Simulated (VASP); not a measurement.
# BaTiO3 (Pm-3m) in VASP: a series of runs

The runs below take BaTiO3 through electric field gradients, with PBE, PBE+D4, r2SCAN.

Everything below comes from runs of VASP 6.6.1. Logs are shortened: lines on timing, memory, paths and dates and some standing lists are left out, and cuts for length are marked.

## (1) The cell of the first run

The structure is cubic, space group Pm-3m (No. 221). The conventional cell has a = 4.008 Å, b = 4.008 Å, c = 4.008 Å, α = 90.00°, β = 90.00°, γ = 90.00°. Ba (site symmetry m-3m) has 12 O at 2.83 Å and 8 Ti at 3.47 Å within 3.7 Å. Within 2.7 Å of Ti (site symmetry m-3m) lie 6 O at 2.00 Å. Within 2.7 Å of O (site symmetry 4/mmm) lie 2 Ti at 2.00 Å.

## (2) Electric field gradients, PBE

File INCAR:

```
ALGO = Normal ; EDIFF = 1E-8
ENCUT = 520 ; GGA = PE
ISIF = 2 ; ISMEAR = -1
LASPH = T ; LCHARG = F
LEFG = T ; LREAL = F
LWAVE = F ; NBANDS = 28
NELM = 100 ; PREC = Accurate
SIGMA = 0.02
```

File KPOINTS:

```
k-points
0
Gamma
  5 5 5
```

File POSCAR:

```
BaTiO3
1.0
    4.0076816357      0.0000000000      0.0000000000
    0.0000000000      4.0076816357      0.0000000000
    0.0000000000      0.0000000000      4.0076816357
Ba Ti O
1 1 3
Direct
    0.5000000000      0.5000000000      0.5000000000
    0.0000000000      0.0000000000      0.0000000000
    0.5000000000      0.0000000000      0.0000000000
    0.0000000000      0.5000000000      0.0000000000
    0.0000000000      0.0000000000      0.5000000000
```

Potentials or basis: VASP PAW PBE potentials, release 64 (Ba_sv, Ti_sv, O).

Run with:

```sh
$ cat potpaw_PBE.64/Ba_sv/POTCAR potpaw_PBE.64/Ti_sv/POTCAR potpaw_PBE.64/O/POTCAR > POTCAR
$ mpirun -np 1 vasp_std > vasp.out
```

OUTCAR:

```text
EDIFF = 1E-8
   ENCUT = 520
   GGA = PE
   ISIF = 2
   ISMEAR = -1
   LASPH = T
   LREAL = F
   NELM = 100
   PREC = Accurate

 ion  position               nearest neighbor table
   1  0.500  0.500  0.500-   3 2.83   4 2.83   5 2.83   3 2.83   4 2.83   3 2.83   5 2.83   3 2.83
                             4 2.83   5 2.83   4 2.83   5 2.83   2 3.47   2 3.47   2 3.47   2 3.47
   2  0.000  0.000  0.000-   3 2.00   4 2.00   5 2.00   5 2.00   4 2.00   3 2.00   1 3.47   1 3.47
                             1 3.47   1 3.47   1 3.47   1 3.47   1 3.47   1 3.47
   3  0.500  0.000  0.000-   2 2.00   2 2.00   1 2.83   1 2.83   1 2.83   1 2.83
   4  0.000  0.500  0.000-   2 2.00   2 2.00   1 2.83   1 2.83   1 2.83   1 2.83
   5  0.000  0.000  0.500-   2 2.00   2 2.00   1 2.83   1 2.83   1 2.83   1 2.83

  LATTYP: Found a simple cubic cell.
 ALAT       =     4.0076816357

  Lattice vectors:

 A1 = (   4.0076816357,   0.0000000000,   0.0000000000)
 A2 = (   0.0000000000,   4.0076816357,   0.0000000000)
 A3 = (   0.0000000000,   0.0000000000,   4.0076816357)

Analysis of symmetry for initial positions (statically):
=====================================================================
 Subroutine PRICEL returns:
 Original cell was already a primitive cell.

 Routine SETGRP: Setting up the symmetry group for a
 simple cubic supercell.

 Subroutine GETGRP returns: Found 48 space group operations
 (whereof 48 operations were pure point group operations)
 out of a pool of 48 trial point group operations.

The static configuration has the point symmetry O_h .

Analysis of symmetry for dynamics (positions and initial velocities):
=====================================================================
 Subroutine PRICEL returns:
 Original cell was already a primitive cell.

 Routine SETGRP: Setting up the symmetry group for a
 simple cubic supercell.

 Subroutine GETGRP returns: Found 48 space group operations
 (whereof 48 operations were pure point group operations)
 out of a pool of 48 trial point group operations.

The dynamic configuration has the point symmetry O_h .

 Subroutine INISYM returns: Found 48 space group operations
 (whereof 48 operations are pure point group operations),
[... 136 lines left out ...]

 val. band max:        3.6901233777   @ k =   0.4000   0.4000   0.4000
 cond. band min:       5.5380441179   @ k =   0.0000   0.0000   0.0000
 fundamental gap:      1.8479207402
 Fermi energy:         4.1287184286

 k-point     1 :       0.0000    0.0000    0.0000
  band No.  band energies     occupation
      1     -52.8549      2.00000
      2     -29.0635      2.00000
      3     -29.0635      2.00000
      4     -29.0635      2.00000
      5     -21.0181      2.00000
      6     -13.0793      2.00000
[... 299 lines left out ...]
     27      11.2993      0.00000
     28      11.2993      0.00000

------------------------ aborting loop because EDIFF is reached ----------------------------------------

  FORCE on cell =-STRESS in cart. coord.  units (eV):
  Direction    XX          YY          ZZ          XY          YZ          ZX
  --------------------------------------------------------------------------------------
  -------------------------------------------------------------------------------------
  Total        1.2882994      1.2882994      1.2882994      0.0000000      0.0000000      0.0000000
  in kB       32.0662183     32.0662183     32.0662183      0.0000000      0.0000000      0.0000000
  external PRESSURE =      32.0662183 kB  Pullay stress =       0.0000000 kB

 VOLUME and BASIS-vectors are now :
 -----------------------------------------------------------------------------
  energy-cutoff  :      520.00
  volume of cell :       64.37
      direct lattice vectors                 reciprocal lattice vectors
     4.007681636  0.000000000  0.000000000     0.249520818  0.000000000  0.000000000
     0.000000000  4.007681636  0.000000000     0.000000000  0.249520818  0.000000000
     0.000000000  0.000000000  4.007681636     0.000000000  0.000000000  0.249520818

 POSITION                                       TOTAL-FORCE (eV/Angst)
 -----------------------------------------------------------------------------------
      2.00384      2.00384      2.00384         0.000000      0.000000      0.000000
      0.00000      0.00000      0.00000         0.000000      0.000000      0.000000
      2.00384      0.00000      0.00000         0.000000      0.000000      0.000000
      0.00000      2.00384      0.00000         0.000000      0.000000      0.000000
      0.00000      0.00000      2.00384         0.000000      0.000000      0.000000
 -----------------------------------------------------------------------------------
    total drift:                                0.000000     -0.000000      0.000000

  FREE ENERGIE OF THE ION-ELECTRON SYSTEM (eV)
  ---------------------------------------------------
  free  energy   TOTEN  =       -39.9694247890 eV

  energy  without entropy=      -39.9694247890  energy(sigma->0) =      -39.96942479

 Electric field gradients (V/A^2)
---------------------------------------------------------------------
 ion       V_xx      V_yy      V_zz      V_xy      V_xz      V_yz
---------------------------------------------------------------------
   1      -0.000    -0.000     0.000    -0.000    -0.000     0.000
   2       0.000    -0.000     0.000     0.000     0.000     0.000
   3      24.991   -12.495   -12.495     0.000    -0.000    -0.000
   4     -12.495    24.991   -12.495     0.000     0.000     0.000
   5     -12.495   -12.495    24.991     0.000     0.000    -0.000
---------------------------------------------------------------------

 Electric field gradients after diagonalization (V/A^2)
 (convention: |V_zz| > |V_xx| > |V_yy|)
----------------------------------------------------------------------
 ion       V_xx      V_yy      V_zz     asymmetry (V_yy - V_xx)/ V_zz
----------------------------------------------------------------------
   1      -0.000     0.000    -0.000      -1.106
   2      -0.000     0.000     0.000       0.368
   3     -12.495   -12.495    24.991       0.000
   4     -12.495   -12.495    24.991       0.000
   5     -12.495   -12.495    24.991       0.000
----------------------------------------------------------------------

           NMR quadrupolar parameters

 Cq : quadrupolar parameter    Cq=e*Q*V_zz/h
 eta: asymmetry parameters     (V_yy - V_xx)/ V_zz
 Q  : nuclear electric quadrupole moment in mb (millibarn)
----------------------------------------------------------------------
 ion       Cq(MHz)       eta       Q (mb)
----------------------------------------------------------------------
   1      -0.000      -1.106       1.000
   2       0.000       0.368       1.000
   3       0.060       0.000       1.000
   4       0.060       0.000       1.000
   5       0.060       0.000       1.000
----------------------------------------------------------------------
```

stdout:

```text
POSCAR found type information on POSCAR BaTiO
 POSCAR found :  3 types and       5 ions
 scaLAPACK will be used
 LDA part: xc-table for (Slater+PW92), standard interpolation
 POSCAR, INCAR and KPOINTS ok, starting setup
 FFT: planning ... GRIDC
 FFT: planning ... GRID_SOFT
 FFT: planning ... GRID
 WAVECAR not read
 entering main loop
ion   1

ion   2

ion   3

ion   4

ion   5
```

Wall time 16 s (1 thread of Intel Xeon Platinum 8488C (Sapphire Rapids), shared host); peak memory 0.17 GiB.

Results:

| Quantity | Value |
| --- | --- |
| Free energy | -39.9694 eV |
| Pressure | 3.2 GPa |
| Band gap on the k mesh | 1.85 eV, indirect (least direct gap 1.88 eV) |

Electric field gradients, principal values (V/Å²):
```
atom    least   middle  greatest (by size)
1 Ba    0.000    0.000               0.000
2 Ti    0.000    0.000               0.000
 3 O  -12.495  -12.495              24.991
 4 O  -12.495  -12.495              24.991
 5 O  -12.495  -12.495              24.991
```

Caveat: without QUAD_EFG the Cq values of the log hold for a quadrupole moment of 1 mb, not for the nuclei; spin-orbit coupling is left out, which moves the levels of the heavy elements. A k mesh can miss the band edges.

## (3) Electric field gradients, PBE+D4

File INCAR:

```
SYSTEM = BaTiO3
PREC     = Accurate       ! precision mode
ENCUT    = 520            ! plane-wave cutoff, eV
EDIFF    = 1E-8           ! SCF threshold, eV
ISMEAR   = -1             ! smearing method
SIGMA    = 0.02           ! smearing width, eV
LREAL    = .False.        ! projectors in reciprocal space
LASPH    = .True.         ! aspherical terms in the spheres
NELM     = 60             ! most SCF steps
ALGO     = Normal         ! electronic algorithm
ISIF     = 2              ! what is computed and relaxed
LWAVE    = .False.        ! write WAVECAR
LCHARG   = .False.        ! write CHGCAR
GGA      = PE             ! functional
IVDW     = 13             ! dispersion correction
LEFG     = .True.       
NBANDS   = 28             ! bands
```

File KPOINTS:

```
Automatic mesh
0
Gamma
  5 5 5
  0 0 0
```

POSCAR is that of step 2.

Potentials or basis: VASP PAW PBE potentials, release 64 (Ba_sv, Ti_sv, O).

Run with:

```sh
$ cat potpaw_PBE.64/Ba_sv/POTCAR potpaw_PBE.64/Ti_sv/POTCAR potpaw_PBE.64/O/POTCAR > POTCAR
$ mpirun -np 1 vasp_std > vasp.out
```

OUTCAR:

```text
SYSTEM = BaTiO3
   PREC = Accurate
   ENCUT = 520
   EDIFF = 1E-8
   ISMEAR = -1
   LREAL = .False.
   LASPH = .True.
   NELM = 60
   ISIF = 2
   GGA = PE
   IVDW = 13

 ion  position               nearest neighbor table
   1  0.500  0.500  0.500-   3 2.83   4 2.83   5 2.83   3 2.83   4 2.83   3 2.83   5 2.83   3 2.83
                             4 2.83   5 2.83   4 2.83   5 2.83   2 3.47   2 3.47   2 3.47   2 3.47
   2  0.000  0.000  0.000-   3 2.00   4 2.00   5 2.00   5 2.00   4 2.00   3 2.00   1 3.47   1 3.47
                             1 3.47   1 3.47   1 3.47   1 3.47   1 3.47   1 3.47
   3  0.500  0.000  0.000-   2 2.00   2 2.00   1 2.83   1 2.83   1 2.83   1 2.83
   4  0.000  0.500  0.000-   2 2.00   2 2.00   1 2.83   1 2.83   1 2.83   1 2.83
   5  0.000  0.000  0.500-   2 2.00   2 2.00   1 2.83   1 2.83   1 2.83   1 2.83

  LATTYP: Found a simple cubic cell.
 ALAT       =     4.0076816357

  Lattice vectors:

 A1 = (   4.0076816357,   0.0000000000,   0.0000000000)
[... 512 lines left out ...]
      2.00384      0.00000      0.00000         0.000000      0.000000      0.000000
      0.00000      2.00384      0.00000         0.000000      0.000000      0.000000
      0.00000      0.00000      2.00384         0.000000      0.000000      0.000000
 -----------------------------------------------------------------------------------
    total drift:                               -0.000000     -0.000000      0.000000

  FREE ENERGIE OF THE ION-ELECTRON SYSTEM (eV)
  ---------------------------------------------------
  free  energy   TOTEN  =       -41.0426303197 eV

  energy  without entropy=      -41.0426303196  energy(sigma->0) =      -41.04263032

 Electric field gradients (V/A^2)
---------------------------------------------------------------------
 ion       V_xx      V_yy      V_zz      V_xy      V_xz      V_yz
---------------------------------------------------------------------
   1      -0.000    -0.000     0.000     0.000    -0.000     0.000
   2       0.000    -0.000     0.000     0.000    -0.000     0.000
   3      24.991   -12.495   -12.495     0.000    -0.000    -0.000
   4     -12.495    24.991   -12.495     0.000    -0.000    -0.000
   5     -12.495   -12.495    24.991    -0.000     0.000     0.000
---------------------------------------------------------------------

 Electric field gradients after diagonalization (V/A^2)
 (convention: |V_zz| > |V_xx| > |V_yy|)
----------------------------------------------------------------------
 ion       V_xx      V_yy      V_zz     asymmetry (V_yy - V_xx)/ V_zz
----------------------------------------------------------------------
   1      -0.000     0.000    -0.000      -1.063
   2       0.000    -0.000     0.000      -0.400
   3     -12.495   -12.495    24.991       0.000
   4     -12.495   -12.495    24.991       0.000
   5     -12.495   -12.495    24.991       0.000
----------------------------------------------------------------------

           NMR quadrupolar parameters

 Cq : quadrupolar parameter    Cq=e*Q*V_zz/h
 eta: asymmetry parameters     (V_yy - V_xx)/ V_zz
 Q  : nuclear electric quadrupole moment in mb (millibarn)
----------------------------------------------------------------------
 ion       Cq(MHz)       eta       Q (mb)
----------------------------------------------------------------------
   1      -0.000      -1.063       1.000
   2       0.000      -0.400       1.000
   3       0.060       0.000       1.000
   4       0.060       0.000       1.000
   5       0.060       0.000       1.000
----------------------------------------------------------------------
```

stdout:

```text
POSCAR found type information on POSCAR BaTiO
 POSCAR found :  3 types and       5 ions
 scaLAPACK will be used
 LDA part: xc-table for (Slater+PW92), standard interpolation
 POSCAR, INCAR and KPOINTS ok, starting setup
 FFT: planning ... GRIDC
 FFT: planning ... GRID_SOFT
 FFT: planning ... GRID
 WAVECAR not read
 entering main loop
ion   1

ion   2

ion   3

ion   4

ion   5
```

Run time: 52 s. Hardware: 1 thread of AMD EPYC 7R13 (Zen 3), shared host; peak memory 0.14 GiB.

Results:

```
Free energy                : -41.0426 eV
Pressure                   : 0.3 GPa
Band gap on the k mesh     : 1.85 eV, indirect (least direct gap 1.88 eV)
Dispersion energy per atom : -0.215 eV
```

Electric field gradients, principal values (V/Å²):
```csv
atom,least,middle,greatest (by size)
1 Ba,0.000,0.000,0.000
2 Ti,0.000,0.000,0.000
3 O,-12.495,-12.495,24.991
4 O,-12.495,-12.495,24.991
5 O,-12.495,-12.495,24.991
```

Caveat: without QUAD_EFG the Cq values of the log hold for a quadrupole moment of 1 mb, not for the nuclei; spin-orbit coupling is left out, which moves the levels of the heavy elements.

[end of part 1 of 2]
